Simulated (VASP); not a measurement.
**TiCo3: single point with PBEsol**

TiCo3:

```xyz
4
Lattice="3.6693 0.0000 0.0000 0.0000 3.6693 0.0000 0.0000 0.0000 3.6693" Properties=species:S:1:pos:R:3 pbc="T T T"
Ti    0.0000    0.0000    0.0000
Co    0.0000    1.8347    1.8347
Co    1.8347    0.0000    1.8347
Co    1.8347    1.8347    0.0000
```

```json
{
 "Program": "VASP 6.6.1",
 "Task": "single point",
 "Functional": "PBEsol",
 "Potentials or basis": "VASP PAW PBE potentials, release 64 (Ti_sv, Co)",
 "Cutoff": "520 eV",
 "k mesh": "12 × 12 × 12",
 "Occupations": "gaussian, width 0.15 eV",
 "Spin": "collinear spin, ferromagnetic start",
 "Starting moments": "[0.5, 1.1, 1.1, 1.1] μB",
 "Fixed moment": "3.8 μB"
}
```

The pressure is -13.6 GPa. The net moment is 3.80 μB per cell. The site moments are Ti -0.27; Co +1.37 μB and the valence electrons inside the program's atomic spheres are Ti 10.31; Co 8.20.

Run time: 5.9 min on 1 thread of Oxide Virtual Turin-like Processor (shared host), peak memory 0.28 GiB.

Caveat: the cell stands under tension; the PAW data sets were made with another functional, which shifts forces and pressure a little; the total moment is fixed, so each spin has its own Fermi level and the state may be an excited one.
